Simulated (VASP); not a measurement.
Input of a VASP 6.6.1 run:

The input INCAR:

```
  PREC = Accurate
  ENCUT = 500
  EDIFF = 1E-6
  ISMEAR = 1
  SIGMA = 0.1
  LREAL = False
  LASPH = True
  NELM = 200
  ALGO = Normal
  ISIF = 2
  LWAVE = False
  LCHARG = True
  GGA = PE
  LELF = True
  LVHAR = True
  NBANDS = 30
  GGA_COMPAT = False
  LMAXMIX = 6
```

The input KPOINTS:

```
regular mesh
0
Gamma
  8 8 8
```

The input POSCAR:

```
Er4Cl
1.0
    5.7136766298      0.0000000000      0.0000000000
    0.0000000000      5.7136766298      0.0000000000
    0.0000000000      0.0000000000      5.7136766298
Er Cl
4 1
Direct
    0.5000000000      0.0000000000      0.0000000000
    0.0000000000      0.5000000000      0.0000000000
    0.0000000000      0.0000000000      0.5000000000
    0.0000000000      0.0000000000      0.0000000000
    0.5000000000      0.5000000000      0.5000000000
```

Potentials or basis: VASP PAW PBE potentials, release 64 (Er_3, Cl), 4f in core.

Command:

```bash
$ cat potpaw_PBE.64/Er_3/POTCAR potpaw_PBE.64/Cl/POTCAR > POTCAR
$ mpirun -np 1 vasp_std > vasp.out
```

Question: Estimate the pressure.

Answer: 0.2 GPa.

Question: Predict the band gap on the k mesh.

Answer: Zero (an odd number of electrons rules out a gap without spin polarisation).

Caveat: spin-orbit coupling is left out, which moves the levels of the heavy elements; the 4f electrons are frozen in the core, so they carry no moment and show no levels; the run has no spin polarisation, though such a crystal can be magnetic. Spin polarisation is off, so any magnetic state and its effect on volume and gap are missing.
